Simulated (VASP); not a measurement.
Input of a VASP 6.6.1 run:

File INCAR:

```
SYSTEM = Si2Mo
  PREC = Accurate
  ENCUT = 520
  EDIFF = 1E-6
  ISMEAR = 0
  SIGMA = 0.15
  LREAL = .False.
  LASPH = .True.
  NELM = 60
  ALGO = Normal
  ISIF = 2
  LWAVE = .False.
  LCHARG = .False.
  GGA = PS
  NBANDS = 18
```

File KPOINTS:

```
Automatic mesh
0
Gamma
  24 24 24
  0 0 0
```

File POSCAR:

```
Si2Mo
1.0
   -1.6838262093      1.6838262093      3.5091308576
    1.6838262093     -1.6838262093      3.5091308576
    1.6838262093      1.6838262093     -3.5091308576
Si Mo
2 1
Direct
    0.3350596647      0.3350596647      0.0000000000
    0.6649403353      0.6649403353      0.0000000000
    0.0000000000      0.0000000000      0.0000000000
```

Potentials or basis: VASP PAW PBE potentials, release 64 (Si, Mo_sv).

Run with:

```bash
$ cat potpaw_PBE.64/Si/POTCAR potpaw_PBE.64/Mo_sv/POTCAR > POTCAR
$ mpirun -np 1 vasp_std > vasp.out
```

Q: Predict the pressure.

A: 10.5 GPa.

Q: Estimate the largest force.

A: 0.198 eV/Å.

Q: What does it give for the band gap on the k mesh?

A: Zero (bands 11 and 12 overlap by 0.75 eV).

Forces on the atoms (eV/Å):
```
Si   0.000  0.000  0.198
Si   0.000  0.000 -0.198
Mo   0.000  0.000  0.000
```

Caveat: the stress differs along the axes, from -15 to 61 GPa; the PAW data sets were made with another functional, which shifts forces and pressure a little.
